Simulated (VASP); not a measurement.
# MnS (P6_3mc) in VASP: settings compared, part 2 of 2

VASP 6.6.1. The steps go on from the part before.

**3. Single point, LDA, collinear spin, ferromagnetic start**

This run uses another cell than the first one, of 14.49 Å³/atom.

INCAR

```
SYSTEM = MnS
PREC = Accurate
ENCUT = 680
EDIFF = 1E-6
ISMEAR = -1
SIGMA = 0.05
LREAL = .False.
LASPH = .True.
NELM = 200
ALGO = Normal
ISIF = 2
LWAVE = .False.
LCHARG = .True.
ISPIN = 2
MAGMOM = 4 4 0 0
LORBIT = 11
LMAXMIX = 4
LELF = .True.
LVHAR = .True.
NBANDS = 33
GGA_COMPAT = .False.
```

KPOINTS

```
Automatic mesh
0
Gamma
  8 8 4
  0 0 0
```

POSCAR

```
MnS
1.0
    3.3736335584      0.0000000000      0.0000000000
   -1.6868167792      2.9216523646      0.0000000000
    0.0000000000      0.0000000000      5.8797171953
Mn S
2 2
Direct
    0.6666666667      0.3333333333      0.4945056026
    0.3333333333      0.6666666667      0.9945056026
    0.3333333333      0.6666666667      0.6304933674
    0.6666666667      0.3333333333      0.1304933674
```

Potentials or basis: VASP PAW LDA potentials, release 64 (Mn_sv, S).

Launch:

```sh
$ cat potpaw_LDA.64/Mn_sv/POTCAR potpaw_LDA.64/S/POTCAR > POTCAR
$ mpirun -np 1 vasp_std > vasp.out
```

OUTCAR:

```text
SYSTEM = MnS
   PREC = Accurate
   ENCUT = 680
   EDIFF = 1E-6
   ISMEAR = -1
   LREAL = .False.
   LASPH = .True.
   NELM = 200
   ISIF = 2
   ISPIN = 2
   LORBIT = 11

 ion  position               nearest neighbor table
   1  0.667  0.333  0.495-   3 2.11   3 2.11   3 2.11   4 2.14
   2  0.333  0.667  0.995-   4 2.11   4 2.11   4 2.11   3 2.14
   3  0.333  0.667  0.630-   1 2.11   1 2.11   1 2.11   2 2.14
   4  0.667  0.333  0.130-   2 2.11   2 2.11   2 2.11   1 2.14

  LATTYP: Found a hexagonal cell.
 ALAT       =     3.3736335584
 C/A-ratio  =     1.7428440563

  Lattice vectors:

 A1 = (   3.3736335584,   0.0000000000,   0.0000000000)
 A2 = (  -1.6868167792,   2.9216523646,   0.0000000000)
[... 1956 lines left out ...]
    -1.686816779  2.921652365  0.000000000     0.000000000  0.342272069  0.000000000
     0.000000000  0.000000000  5.879717195     0.000000000  0.000000000  0.170076207

 POSITION                                       TOTAL-FORCE (eV/Angst)
 -----------------------------------------------------------------------------------
      1.68682      0.97388      2.90755         0.000000     -0.000000     -0.000803
     -0.00000      1.94777      5.84741        -0.000000     -0.000000     -0.000803
     -0.00000      1.94777      3.70712        -0.000000      0.000000      0.000803
      1.68682      0.97388      0.76726         0.000000     -0.000000      0.000803
 -----------------------------------------------------------------------------------
    total drift:                               -0.000001      0.000001     -0.001248

  FREE ENERGIE OF THE ION-ELECTRON SYSTEM (eV)
  ---------------------------------------------------
  free  energy   TOTEN  =       -31.0238498536 eV

  energy  without entropy=      -30.9885010558  energy(sigma->0) =      -31.00617545

 total charge

# of ion       s       p       d       tot
------------------------------------------
    1        2.220   6.055   4.927  13.202
    2        2.220   6.055   4.927  13.202
    3        1.323   2.429   0.000   3.752
    4        1.323   2.429   0.000   3.752
--------------------------------------------------
tot          7.086  16.968   9.854  33.908

 magnetization (x)

# of ion       s       p       d       tot
------------------------------------------
    1        0.000   0.000   0.068   0.068
    2        0.000   0.000   0.068   0.068
    3       -0.000  -0.003   0.000  -0.003
    4       -0.000  -0.003   0.000  -0.003
--------------------------------------------------
tot          0.000  -0.006   0.135   0.130
```

Run time: 2 min. Hardware: 1 thread of Intel Xeon Platinum 8559C (Emerald Rapids), shared host; peak memory 0.26 GiB.

Results:

```yaml
Free_energy: -31.0238 eV
Pressure: -0.3 GPa
Net_moment: 0.14 μB per cell
Site_moments: Mn +0.07; S -0.00 μB
Valence_electrons_inside_the_program's_atomic_spheres: Mn 13.20; S 3.75
```

Caveat: semilocal functionals often make such compounds metallic where correlation or magnetic order opens a gap, which also shifts bond lengths. With open d or f shells a metallic result of LDA can be an artefact of self-interaction; +U or a hybrid may open a gap.

**4. Single point, PBEsol, collinear spin, ferromagnetic start (21.46 Å³/atom)**

INCAR

```
ALGO = Normal ; EDIFF = 1E-7
ENCUT = 520 ; GGA = PS
ISIF = 2 ; ISMEAR = -1
ISPIN = 2 ; LASPH = True
LCHARG = False ; LMAXMIX = 4
LORBIT = 11 ; LREAL = False
LWAVE = False ; MAGMOM = 4 4 0 0
NBANDS = 31 ; NELM = 150
PREC = Accurate ; SIGMA = 0.05
```

KPOINTS

```
k-points
0
Gamma
  8 8 4
```

POSCAR

```
MnS
1.0
    3.9535769233      0.0000000000      0.0000000000
   -1.9767884617      3.4238980514      0.0000000000
    0.0000000000      0.0000000000      6.3425288600
Mn S
2 2
Direct
    0.6666666667      0.3333333333      0.4988446700
    0.3333333333      0.6666666667      0.9988446700
    0.3333333333      0.6666666667      0.6261543000
    0.6666666667      0.3333333333      0.1261543000
```

Potentials or basis: VASP PAW PBE potentials, release 64 (Mn_pv, S).

Launch:

```sh
$ cat potpaw_PBE.64/Mn_pv/POTCAR potpaw_PBE.64/S/POTCAR > POTCAR
$ mpirun -np 1 vasp_std > vasp.out
```

Run time: 78 s. Hardware: 1 thread of Intel Xeon 6975P-C (Granite Rapids), shared host; peak memory 0.29 GiB.

It converged, with:

- Free energy: -29.5350 eV
- Pressure: -0.4 GPa
- Largest force: 0.274 eV/Å
- Net moment: 9.82 μB per cell
- Site moments: Mn +4.30; S +0.09 μB
- Valence electrons inside the program's atomic spheres: Mn 11.40; S 3.74

Forces on the atoms (eV/Å):
```
Mn   0.000  0.000  0.274
Mn   0.000  0.000  0.274
S    0.000  0.000 -0.274
S    0.000  0.000 -0.274
```

Stress tensor (GPa, compression positive):
```
-1.23  0.00  0.00
 0.00 -1.23  0.00
 0.00  0.00  1.22
```

Levels at points of the mesh, in eV from the Fermi level:
Spin up:
```tsv
k point	band 20	band 21	band 22	band 23	band 24	band 25	band 26	band 27	band 28	band 29
(0.00, 0.00, 0.00)	-0.81	-0.81	0.24	0.30	0.30	1.00	2.66	5.67	5.67	6.18
(0.50, 0.00, 0.00)	-2.73	-2.39	-2.26	-1.16	-0.71	3.39	3.60	4.29	6.16	6.44
(0.00, 0.00, 0.50)	-1.59	-0.28	-0.28	-0.28	-0.28	2.60	2.60	5.69	5.69	6.01
(0.50, 0.00, 0.50)	-2.89	-1.46	-1.46	-1.33	-1.33	2.98	2.98	5.06	5.06	7.49
```
Spin down:
| k point | band 11 | band 12 | band 13 | band 14 | band 15 | band 16 | band 17 | band 18 |
| --- | --- | --- | --- | --- | --- | --- | --- | --- |
| (0.00, 0.00, 0.00) | -3.32 | -3.32 | -3.30 | -3.30 | 0.48 | 0.48 | 0.79 | 0.98 |
| (0.50, 0.00, 0.00) | -4.12 | -3.49 | -3.41 | -3.27 | 0.03 | 0.22 | 0.70 | 0.89 |
| (0.00, 0.00, 0.50) | -3.33 | -3.33 | -3.33 | -3.33 | 0.80 | 0.80 | 0.80 | 0.80 |
| (0.50, 0.00, 0.50) | -3.44 | -3.44 | -3.35 | -3.35 | 0.52 | 0.52 | 0.88 | 0.88 |

Caveat: the PAW data sets were made with another functional, which shifts forces and pressure a little; semilocal functionals often make such compounds metallic where correlation or magnetic order opens a gap, which also shifts bond lengths; the run started ferromagnetic, and an antiferromagnetic order may lie lower in energy. With open d or f shells a metallic result of PBEsol can be an artefact of self-interaction; +U or a hybrid may open a gap.

**5. Single point, PBEsol, collinear spin, ferromagnetic start (21.89 Å³/atom)**

This run uses another cell than the first one, of 21.89 Å³/atom.

INCAR

```
ALGO = Normal
EDIFF = 1E-6
ENCUT = 520
GGA = PS
ISIF = 2
ISMEAR = -1
ISPIN = 2
LASPH = T
LCHARG = T
LELF = T
LMAXMIX = 4
LORBIT = 11
LREAL = F
LVHAR = T
LWAVE = F
MAGMOM = 4 4 0 0
NBANDS = 31
NELM = 150
PREC = Accurate
SIGMA = 0.05
```

KPOINTS is that of step 4.

POSCAR

```
MnS
1.0
    3.9797603150      0.0000000000      0.0000000000
   -1.9898801575      3.4465735338      0.0000000000
    0.0000000000      0.0000000000      6.3845335865
Mn S
2 2
Direct
    0.6666666667      0.3333333333      0.4988446700
    0.3333333333      0.6666666667      0.9988446700
    0.3333333333      0.6666666667      0.6261543000
    0.6666666667      0.3333333333      0.1261543000
```

Launch:

```sh
$ cat potpaw_PBE.64/Mn_pv/POTCAR potpaw_PBE.64/S/POTCAR > POTCAR
$ mpirun -np 1 vasp_std > vasp.out
```

Wall time 72 s (1 thread of Intel Xeon 6975P-C (Granite Rapids), shared host); peak memory 0.3 GiB.

It converged, with:

| Property | Result |
| --- | --- |
| Free energy | -29.5255 eV |
| Pressure | -1.4 GPa |
| Largest force | 0.254 eV/Å |
| Net moment | 9.88 μB per cell |
| Site moments | Mn +4.32; S +0.09 μB |
| Valence electrons inside the program's atomic spheres | Mn 11.38; S 3.73 |

Forces on the atoms (eV/Å):
```
Mn   0.000  0.000  0.254
Mn   0.000  0.000  0.254
S    0.000  0.000 -0.254
S    0.000  0.000 -0.254
```

Stress tensor (GPa, compression positive):
```
-2.15  0.00  0.00
 0.00 -2.15  0.00
 0.00  0.00  0.04
```

Levels at points of the mesh, in eV from the Fermi level:
Spin up:
```tsv
k point	band 22	band 23	band 24	band 25	band 26	band 27
(0.00, 0.00, 0.00)	0.15	0.21	0.21	0.91	2.57	5.61
(0.50, 0.00, 0.00)	-2.29	-1.22	-0.76	3.34	3.50	4.24
(0.00, 0.00, 0.50)	-0.36	-0.36	-0.36	2.51	2.51	5.61
(0.50, 0.00, 0.50)	-1.51	-1.38	-1.38	2.92	2.92	4.98
```
Spin down:
```csv
k point,band 10,band 11,band 12,band 13,band 14,band 15,band 16,band 17,band 18,band 19
"(0.00, 0.00, 0.00)",-3.30,-3.27,-3.27,-3.26,-3.26,0.50,0.50,0.79,0.97,0.97
"(0.50, 0.00, 0.00)",-4.61,-4.07,-3.46,-3.37,-3.23,0.07,0.24,0.71,0.89,0.94
"(0.00, 0.00, 0.50)",-4.40,-3.28,-3.28,-3.28,-3.28,0.80,0.80,0.80,0.80,1.75
"(0.50, 0.00, 0.50)",-5.16,-3.40,-3.40,-3.31,-3.31,0.54,0.54,0.87,0.87,0.98
```

Caveat: the PAW data sets were made with another functional, which shifts forces and pressure a little; semilocal functionals often make such compounds metallic where correlation or magnetic order opens a gap, which also shifts bond lengths; the run started ferromagnetic, and an antiferromagnetic order may lie lower in energy. With open d or f shells a metallic result of PBEsol can be an artefact of self-interaction; +U or a hybrid may open a gap.

**6. Summary**

```csv
level,potentials or basis,cell,cutoff (eV),gap on the mesh (eV),pressure (GPa),moment (μB),largest force (eV/Å)
LDA,"VASP PAW LDA potentials, release 64 (Mn_sv, S)","a = 3.374, b = 3.374, c = 5.880 Å, angles 90.0, 90.0, 120.0°, 4 atoms, atomic positions A",680,none,-0.3,0.14,-
PBEsol,"VASP PAW PBE potentials, release 64 (Mn_pv, S)","a = 3.954, b = 3.954, c = 6.343 Å, angles 90.0, 90.0, 120.0°, 4 atoms, atomic positions B",520,none,-0.4,9.82,0.27
PBEsol,"VASP PAW PBE potentials, release 64 (Mn_pv, S)","a = 3.980, b = 3.980, c = 6.385 Å, angles 90.0, 90.0, 120.0°, 4 atoms, atomic positions B",520,none,-1.4,9.88,0.25
```

Alike in all rows: task single point; spin collinear, ferromagnetic start; k mesh 8 × 8 × 4; smearing fermi-dirac 0.05 eV.

Caveats: semilocal functionals often make such compounds metallic where correlation or magnetic order opens a gap, which also shifts bond lengths; the PAW data sets were made with another functional, which shifts forces and pressure a little (at least some runs); the run started ferromagnetic, and an antiferromagnetic order may lie lower in energy (at least some runs).

Total energies depend on the potentials used, so only differences within one code and one set of settings carry meaning.
